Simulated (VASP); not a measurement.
# SiNi3 in VASP: a series of runs

The runs below take SiNi3 through single point, relaxation of cell and atoms, with PBE.

Everything below comes from runs of VASP 6.6.1. Logs are shortened: lines on timing, memory, paths and dates and some standing lists are left out, and cuts for length are marked.

## Step 1: The cell of the first run

The typed cell holds 4 atoms: a = 4.044 Å, b = 4.044 Å, c = 4.044 Å, α = 109.48°, β = 109.48°, γ = 109.46°.

## Step 2: Single point, PBE, collinear spin, ferromagnetic start

Input file INCAR:

```
PREC = Accurate
ENCUT = 520
EDIFF = 1E-7
ISMEAR = 0
SIGMA = 0.1
LREAL = F
LASPH = T
NELM = 150
ALGO = Normal
ISIF = 2
LWAVE = F
LCHARG = F
ISPIN = 2
MAGMOM = 0 2 2 2
LORBIT = 11
LMAXMIX = 4
GGA = PE
NBANDS = 29
```

Input file KPOINTS:

```
regular mesh
0
Gamma
  6 6 6
```

Input file POSCAR:

```
SiNi3
1.0
   -2.3347991853      2.3347991853      2.3352157355
    2.3347991853     -2.3347991853      2.3352157355
    2.3347991853      2.3347991853     -2.3352157355
Si Ni
1 3
Direct
    0.5000000000      0.5000000000      0.0000000000
    0.5000000000      0.0000000000      0.5000000000
    0.0000000000      0.5000000000      0.5000000000
    0.0000000000      0.0000000000      0.0000000000
```

Potentials or basis: VASP PAW PBE potentials, release 64 (Si, Ni).

Command:

```sh
$ cat potpaw_PBE.64/Si/POTCAR potpaw_PBE.64/Ni/POTCAR > POTCAR
$ mpirun -np 1 vasp_std > vasp.out
```

OUTCAR:

```text
PREC = Accurate
   ENCUT = 520
   EDIFF = 1E-7
   ISMEAR = 0
   LREAL = F
   LASPH = T
   NELM = 150
   ISIF = 2
   ISPIN = 2
   LORBIT = 11
   GGA = PE

 ion  position               nearest neighbor table
   1  0.500  0.500  0.000-   2 2.33   3 2.33   2 2.33   3 2.33   4 2.34   4 2.34
   2  0.500  0.000  0.500-   1 2.33   4 2.33   1 2.33   4 2.33   3 2.34   3 2.34
   3  0.000  0.500  0.500-   1 2.33   4 2.33   4 2.33   1 2.33   2 2.34   2 2.34
   4  0.000  0.000  0.000-   2 2.33   3 2.33   3 2.33   2 2.33   1 2.34   1 2.34

  LATTYP: Found a body centered tetragonal cell.
 ALAT       =     4.6695983706
 C/A-ratio  =     1.0001784094

  Lattice vectors:

 A1 = (  -2.3347991853,   2.3347991853,   2.3352157355)
 A2 = (   2.3347991853,  -2.3347991853,   2.3352157355)
 A3 = (   2.3347991853,   2.3347991853,  -2.3352157355)

Analysis of symmetry for initial positions (statically):
=====================================================================
 Subroutine PRICEL returns:
 Original cell was already a primitive cell.

 Routine SETGRP: Setting up the symmetry group for a
 body centered tetragonal supercell.

 Subroutine GETGRP returns: Found 16 space group operations
 (whereof 16 operations were pure point group operations)
 out of a pool of 16 trial point group operations.

The static configuration has the point symmetry D_4h.

Analysis of symmetry for dynamics (positions and initial velocities):
=====================================================================
 Subroutine PRICEL returns:
 Original cell was already a primitive cell.

 Routine SETGRP: Setting up the symmetry group for a
 body centered tetragonal supercell.

 Subroutine GETGRP returns: Found 16 space group operations
 (whereof 16 operations were pure point group operations)
 out of a pool of 16 trial point group operations.

The dynamic configuration has the point symmetry D_4h.

Analysis of structural, dynamic, and magnetic symmetry:
=====================================================================
 Subroutine PRICEL returns:
 Original cell was already a primitive cell.

 Routine SETGRP: Setting up the symmetry group for a
 body centered tetragonal supercell.

 Subroutine GETGRP returns: Found 16 space group operations
 (whereof 16 operations were pure point group operations)
 out of a pool of 16 trial point group operations.

The overall configuration has the point symmetry D_4h.

 Subroutine INISYM returns: Found 16 space group operations
 (whereof 16 operations are pure point group operations),
 and found     1 'primitive' translations

----------------------------------------------------------------------------------------

                                     Primitive cell

  volume of cell :      50.9197

  direct lattice vectors                    reciprocal lattice vectors
    -2.334799185  2.334799185  2.335215735     0.000000000  0.214151180  0.214112980
     2.334799185 -2.334799185  2.335215735     0.214151180  0.000000000  0.214112980
     2.334799185  2.334799185 -2.335215735     0.214151180  0.214151180  0.000000000

  length of vectors
     4.044231324  4.044231324  4.044231324     0.302828493  0.302828493  0.302855503

  position of ions in fractional coordinates (direct lattice)
     0.500000000  0.500000000  0.000000000
     0.500000000  0.000000000  0.500000000
     0.000000000  0.500000000  0.500000000
     0.000000000  0.000000000  0.000000000

  ion indices of the primitive-cell ions
   primitive index   ion index
                 1           1
                 2           2
                 3           3
                 4           4

----------------------------------------------------------------------------------------

 KPOINTS: regular mesh

Automatic generation of k-mesh.
 Grid dimensions read from file:
 generate k-points for:    6    6    6

 Generating k-lattice:

  Cartesian coordinates                     Fractional coordinates (reciprocal lattice)
     0.000000000  0.035691863  0.035685497     0.166666667  0.000000000  0.000000000
     0.035691863  0.000000000  0.035685497     0.000000000  0.166666667  0.000000000
     0.035691863  0.035691863  0.000000000     0.000000000  0.000000000  0.166666667

  Length of vectors
     0.050471415  0.050471415  0.050475917

  Shift w.r.t. Gamma in fractional coordinates (k-lattice)
     0.000000000  0.000000000  0.000000000

 Subroutine IBZKPT returns following result:
 ===========================================

 Found     30 irreducible k-points:

 Following reciprocal coordinates:
            Coordinates               Weight
  0.000000  0.000000  0.000000      1.000000
  0.166667  0.000000 -0.000000      8.000000
  0.333333 -0.000000  0.000000      8.000000
  0.500000  0.000000 -0.000000      4.000000
  0.166667  0.166667 -0.000000      8.000000
  0.333333  0.166667 -0.000000     16.000000
[... 16 lines left out ...]
 -0.333333 -0.333333  0.166667      8.000000
 -0.166667 -0.333333  0.166667      8.000000
 [... further k-points ...]
   k-points           NKPTS =     30   k-points in BZ     NKDIM =     30   number of bands    NBANDS=     29
   number of dos      NEDOS =    301   number of ions     NIONS =      4
   total plane-waves  NPLWV =  27000
   dimension x,y,z NGX =    30 NGY =   30 NGZ =   30
   dimension x,y,z NGXF=    60 NGYF=   60 NGZF=   60
   ions per type =               1   3
   NGX,Y,Z   is equivalent  to a cutoff of  12.33, 12.33, 12.33 a.u.
   NGXF,Y,Z  is equivalent  to a cutoff of  24.66, 24.66, 24.66 a.u.
 SYSTEM =  unknown system
   PREC   = accura    normal or accurate (medium, high low for compatibility)
   ISTART =      0    job   : 0-new  1-cont  2-samecut
   ICHARG =      2    charge: 1-file 2-atom 10-const
   ISPIN  =      2    spin polarized calculation?
   LNONCOLLINEAR =      F non collinear calculations
   LSORBIT =      F    spin-orbit coupling
   LASPH  =      T    aspherical Exc in radial PAW
   ENCUT  =  520.0 eV  38.22 Ry    6.18 a.u.   7.52  7.52  7.52*2*pi/ulx,y,z
   NELM   =    150;   NELMIN=  2; NELMDL= -5     # of ELM steps
   EDIFF  = 0.1E-06   stopping-criterion for ELM
   LREAL  =      F    real-space projection
   EDIFFG = 0.1E-05   stopping-criterion for IOM
   NSW    =      0    number of steps for IOM
   IBRION =     -1    ionic relax: 0-MD 1-quasi-New 2-CG
   NFREE  =      0    steps in history (QN), initial steepest desc. (CG)
   ISIF   =      2    stress and relaxation
   ISYM   =      2    0-nonsym 1-usesym 2-fastsym
   POTIM  = 0.5000    time-step for ionic-motion
   TEBEG  =    0.0;   TEEND  =   0.0 temperature during run
   PSTRESS=    0.0 pullay stress
   NELECT =      34.0000    total number of electrons
   NUPDOWN=      -1.0000    fix difference up-down
   EMIN   =  10.00;   EMAX   =-10.00  energy-range for DOS
   EFERMI =   0.00;   METHOD = LEGACY
   ISMEAR =     0;   SIGMA  =   0.10  broadening in eV -4-tet -1-fermi 0-gaus
   EFERMI_NEDOS =   21; number of points for ismear=-14 and -15
   IALGO  =     38    algorithm
   IMIX   =      4    mixing-type and parameters
     AMIX     =   0.40;   BMIX     =  1.00
     AMIX_MAG =   1.60;   BMIX_MAG =  1.00
  volume/ion in A,a.u.               =      12.73        85.91
  Fermi-wavevector in a.u.,A,eV,Ry     =   1.430888  2.703987 27.857137  2.047442
  Thomas-Fermi vector in A             =   2.550685
   LORBIT       =     11    0 simple, 1 ext, 2 COOP (PROOUT), +10 PAW based schemes
   GGA     = PE    functional components
   LHFCALC =     F    Hartree Fock is set to
   AEXX    =    0.0000 exact exchange contribution
   IVDW    =     0    specifies the selected vdW correction
   LEPSILON=     F    determine dielectric tensor
   LRPA    =     F    only Hartree local field effects (RPA)
 spin polarized calculation
 Gauss-broadening in eV      SIGMA  =   0.10
  energy-cutoff  :      520.00
  volume of cell :       50.92
 maximum number of plane-waves:      1409
   NGX = 15   NGY = 15   NGZ = 15

 number of electron      33.9999947 magnetization      -0.0035926

 number of electron      33.9999947 magnetization       0.0003034

 Free energy of the ion-electron system (eV)
  ---------------------------------------------------
  ext. energy  EPLUGINS =         0.00000000
  ---------------------------------------------------
  free energy    TOTEN  =       -20.81577038 eV

  energy without entropy =      -20.79623416  energy(sigma->0) =      -20.80600227

 E-fermi :   8.1998     XC(G=0): -12.0987

 val. band max:        8.1343687607   @ k =   0.0000   0.0000   0.0000
 cond. band min:       8.2735453811   @ k =  -0.3333  -0.3333   0.1667
 fundamental gap:      0.1391766204
 Fermi energy:         8.1997594940

 spin component 1

 k-point     1 :       0.0000    0.0000    0.0000
  band No.  band energies     occupation
      1      -2.2767      1.00000
      2       4.8090      1.00000
      3       4.8095      1.00000
      4       4.8095      1.00000
      5       4.9439      1.00000
      6       5.3627      1.00000
[... 21 lines left out ...]
     28      17.0070      0.00000
     29      25.1630      0.00000

 k-point     2 :       0.1667    0.0000   -0.0000
  band No.  band energies     occupation
      1      -1.9267      1.00000
      2       4.5474      1.00000
      3       4.7313      1.00000
      4       4.9764      1.00000
      5       5.0768      1.00000
      6       5.4207      1.00000
[... 21 lines left out ...]
     28      19.7175      0.00000
     29      22.5454      0.00000

 k-point     3 :       0.3333   -0.0000    0.0000
  band No.  band energies     occupation
      1      -0.9636      1.00000
      2       3.2893      1.00000
      3       4.5743      1.00000
      4       5.2897      1.00000
      5       5.3594      1.00000
      6       5.4469      1.00000
[... 638 lines left out ...]
      5       5.5200      1.00000
      6       5.5495      1.00000
[... 21 lines left out ...]
     28      22.4444      0.00000
     29      24.0263      0.00000

 k-point    24 :      -0.1667   -0.3333    0.1667
  band No.  band energies     occupation
      1      -0.7061      1.00000
      2       3.3753      1.00000
      3       4.6427      1.00000
      4       4.8012      1.00000
      5       5.4012      1.00000
      6       5.4249      1.00000
[... 21 lines left out ...]
     28      21.9247      0.00000
     29      23.9335      0.00000

 [... further k-points ...]

 spin component 2

 k-point     1 :       0.0000    0.0000    0.0000
  band No.  band energies     occupation
      1      -2.2767      1.00000
      2       4.8090      1.00000
      3       4.8096      1.00000
      4       4.8096      1.00000
      5       4.9439      1.00000
      6       5.3628      1.00000
[... 21 lines left out ...]
     28      17.0071      0.00000
     29      25.1653      0.00000

 k-point     2 :       0.1667    0.0000   -0.0000
  band No.  band energies     occupation
      1      -1.9267      1.00000
      2       4.5475      1.00000
      3       4.7313      1.00000
      4       4.9765      1.00000
      5       5.0768      1.00000
      6       5.4208      1.00000
[... 21 lines left out ...]
     28      19.7175      0.00000
     29      22.5454      0.00000

 k-point     3 :       0.3333   -0.0000    0.0000
  band No.  band energies     occupation
      1      -0.9637      1.00000
      2       3.2893      1.00000
      3       4.5743      1.00000
      4       5.2897      1.00000
      5       5.3595      1.00000
      6       5.4470      1.00000
[... 638 lines left out ...]
      5       5.5201      1.00000
      6       5.5496      1.00000
[... 21 lines left out ...]
     28      22.4444      0.00000
     29      24.0263      0.00000

 k-point    24 :      -0.1667   -0.3333    0.1667
  band No.  band energies     occupation
      1      -0.7061      1.00000
      2       3.3754      1.00000
      3       4.6428      1.00000
      4       4.8013      1.00000
      5       5.4013      1.00000
      6       5.4249      1.00000
[... 21 lines left out ...]
     28      21.9247      0.00000
     29      23.9335      0.00000

 [... further k-points ...]

------------------------ aborting loop because EDIFF is reached ----------------------------------------

  FORCE on cell =-STRESS in cart. coord.  units (eV):
  Direction    XX          YY          ZZ          XY          YZ          ZX
  --------------------------------------------------------------------------------------
  -------------------------------------------------------------------------------------
  Total       -0.0189387     -0.0189387     -0.0356841      0.0000000     -0.0000000      0.0000000
  in kB       -0.5959028     -0.5959028     -1.1227911      0.0000000     -0.0000000      0.0000000
  external PRESSURE =      -0.7715322 kB  Pullay stress =       0.0000000 kB

 VOLUME and BASIS-vectors are now :
 -----------------------------------------------------------------------------
  energy-cutoff  :      520.00
  volume of cell :       50.92
      direct lattice vectors                 reciprocal lattice vectors
    -2.334799185  2.334799185  2.335215735     0.000000000  0.214151180  0.214112980
     2.334799185 -2.334799185  2.335215735     0.214151180  0.000000000  0.214112980
     2.334799185  2.334799185 -2.335215735     0.214151180  0.214151180  0.000000000

 POSITION                                       TOTAL-FORCE (eV/Angst)
 -----------------------------------------------------------------------------------
      0.00000      0.00000      2.33522        -0.000000      0.000000      0.000000
      0.00000      2.33480      0.00000         0.000000     -0.000000      0.000000
      2.33480      0.00000      0.00000         0.000000      0.000000      0.000000
      0.00000      0.00000      0.00000         0.000000     -0.000000     -0.000000
 -----------------------------------------------------------------------------------
    total drift:                               -0.000000     -0.000000      0.000000

  FREE ENERGIE OF THE ION-ELECTRON SYSTEM (eV)
  ---------------------------------------------------
  free  energy   TOTEN  =       -20.8157703824 eV

  energy  without entropy=      -20.7962341642  energy(sigma->0) =      -20.80600227

 total charge

# of ion       s       p       d       tot
------------------------------------------
    1        0.792   0.800   0.000   1.592
    2        0.504   0.408   8.450   9.363
    3        0.504   0.408   8.450   9.363
    4        0.504   0.408   8.450   9.363
--------------------------------------------------
tot          2.305   2.024  25.351  29.680

 magnetization (x)

# of ion       s       p       d       tot
------------------------------------------
    1       -0.000  -0.000   0.000  -0.000
    2       -0.000  -0.000   0.000   0.000
    3       -0.000  -0.000   0.000   0.000
    4       -0.000  -0.000   0.000   0.000
--------------------------------------------------
tot         -0.000  -0.000   0.000   0.000
```

Wall time 86 s (1 thread of Intel Xeon Platinum 8375C at 2.90GHz (Ice Lake), shared host); peak memory 0.22 GiB.

Results:

| Quantity | Value |
| --- | --- |
| Free energy | -20.8158 eV |
| Pressure | -0.1 GPa |
| Band gap on the k mesh | zero (filled and empty bands overlap) |
| Net moment | 0.00 μB per cell |
| Valence electrons inside the program's atomic spheres | Si 1.59; Ni 9.36 |

Caveat: the starting moments collapsed, and a magnetic state may lie lower.

## Step 3: Relaxation of cell and atoms, PBE

Input file INCAR:

```
PREC = Accurate
ENCUT = 600
EDIFF = 1E-7
ISMEAR = 0
SIGMA = 0.1
LREAL = F
LASPH = T
NELM = 100
ALGO = Fast
ISIF = 3
LWAVE = F
LCHARG = F
GGA = PE
IBRION = 2
NSW = 100
EDIFFG = -0.01
```

Input file KPOINTS:

```
Automatic mesh
0
Gamma
  14 14 14
```

Input file POSCAR:

```
SiNi3
1.0
   -2.3349380354      2.3349380354      2.3349380354
    2.3349380354     -2.3349380354      2.3349380354
    2.3349380354      2.3349380354     -2.3349380354
Si Ni
1 3
Direct
    0.0000000000      0.0000000000      0.0000000000
    0.0000000000      0.5000000000      0.5000000000
    0.5000000000      0.0000000000      0.5000000000
    0.5000000000      0.5000000000      0.0000000000
```

Potentials or basis: VASP PAW PBE potentials, release 64 (Si, Ni).

Command:

```sh
$ cat potpaw_PBE.64/Si/POTCAR potpaw_PBE.64/Ni/POTCAR > POTCAR
$ mpirun -np 1 vasp_std > vasp.out
```

OUTCAR:

```text
PREC = Accurate
   ENCUT = 600
   EDIFF = 1E-7
   ISMEAR = 0
   LREAL = F
   LASPH = T
   NELM = 100
   ISIF = 3
   GGA = PE
   IBRION = 2
   NSW = 100
   EDIFFG = -0.01

 ion  position               nearest neighbor table
   1  0.000  0.000  0.000-   2 2.33   3 2.33   4 2.33   2 2.33   3 2.33   4 2.33
   2  0.000  0.500  0.500-   1 2.33   3 2.33   4 2.33   1 2.33   4 2.33   3 2.33
   3  0.500  0.000  0.500-   1 2.33   2 2.33   4 2.33   4 2.33   1 2.33   2 2.33
   4  0.500  0.500  0.000-   1 2.33   2 2.33   3 2.33   3 2.33   2 2.33   1 2.33

[... 779 lines left out ...]
  -------------------------------------------------------------------------------------
  Total       -0.0351434     -0.0351434     -0.0351434      0.0000000      0.0000000     -0.0000000
  in kB       -1.1057791     -1.1057791     -1.1057791      0.0000000      0.0000000     -0.0000000
  external PRESSURE =      -1.1057791 kB  Pullay stress =       0.0000000 kB

 VOLUME and BASIS-vectors are now :
 -----------------------------------------------------------------------------
  energy-cutoff  :      600.00
  volume of cell :       50.92
      direct lattice vectors                 reciprocal lattice vectors
    -2.334938035  2.334938035  2.334938035     0.000000000  0.214138445  0.214138445
     2.334938035 -2.334938035  2.334938035     0.214138445  0.000000000  0.214138445
     2.334938035  2.334938035 -2.334938035     0.214138445  0.214138445  0.000000000

 POSITION                                       TOTAL-FORCE (eV/Angst)
 -----------------------------------------------------------------------------------
      0.00000      0.00000      0.00000         0.000000      0.000000     -0.000000
      2.33494      0.00000      0.00000        -0.000000      0.000000     -0.000000
      0.00000      2.33494      0.00000        -0.000000     -0.000000      0.000000
      0.00000      0.00000      2.33494         0.000000     -0.000000      0.000000
 -----------------------------------------------------------------------------------
    total drift:                               -0.000000     -0.000000      0.000000

  FREE ENERGIE OF THE ION-ELECTRON SYSTEM (eV)
  ---------------------------------------------------
  free  energy   TOTEN  =       -20.8125310651 eV

  energy  without entropy=      -20.7894692763  energy(sigma->0) =      -20.80100017

 reached required accuracy - stopping structural energy minimisation
```

CONTCAR:

```text
SiNi3
   1.00000000000000
    -2.3349380354000000    2.3349380354000000    2.3349380354000000
     2.3349380354000000   -2.3349380354000000    2.3349380354000000
     2.3349380354000000    2.3349380354000000   -2.3349380354000000
  Si              Ni
     1     3
Direct
     0.0000000000000000    0.0000000000000000    0.0000000000000000
     0.0000000000000000    0.5000000000000000    0.5000000000000000
     0.5000000000000000    0.0000000000000000    0.5000000000000000
     0.5000000000000000    0.5000000000000000    0.0000000000000000

  0.00000000E+00  0.00000000E+00  0.00000000E+00
  0.00000000E+00  0.00000000E+00  0.00000000E+00
  0.00000000E+00  0.00000000E+00  0.00000000E+00
  0.00000000E+00  0.00000000E+00  0.00000000E+00
```

Wall time 82 s (1 thread of Intel Xeon Platinum 8375C at 2.90GHz (Ice Lake), shared host); peak memory 0.26 GiB.

Results:

* Free energy: -20.8125 eV
* Pressure after relaxing: -0.1 GPa
* Band gap on the k mesh: zero (band 17 reaches 8.90 eV, above the bottom of band 18 at 7.70 eV)

Final structure:
```cif
data_structure
_symmetry_space_group_name_H-M 'P 1'
_symmetry_Int_Tables_number 1
_cell_length_a 4.0442
_cell_length_b 4.0442
_cell_length_c 4.0442
_cell_angle_alpha 109.471
_cell_angle_beta 109.471
_cell_angle_gamma 109.471
_cell_volume 50.92
loop_
_atom_site_label
_atom_site_type_symbol
_atom_site_fract_x
_atom_site_fract_y
_atom_site_fract_z
_atom_site_occupancy
Si1 Si 0.00000 0.00000 0.00000 1
Ni1 Ni 0.00000 0.50000 0.50000 1
Ni2 Ni 0.50000 0.00000 0.50000 1
Ni3 Ni 0.50000 0.50000 0.00000 1
```

Caveat: the relaxation stopped at its first step, so nothing moved.
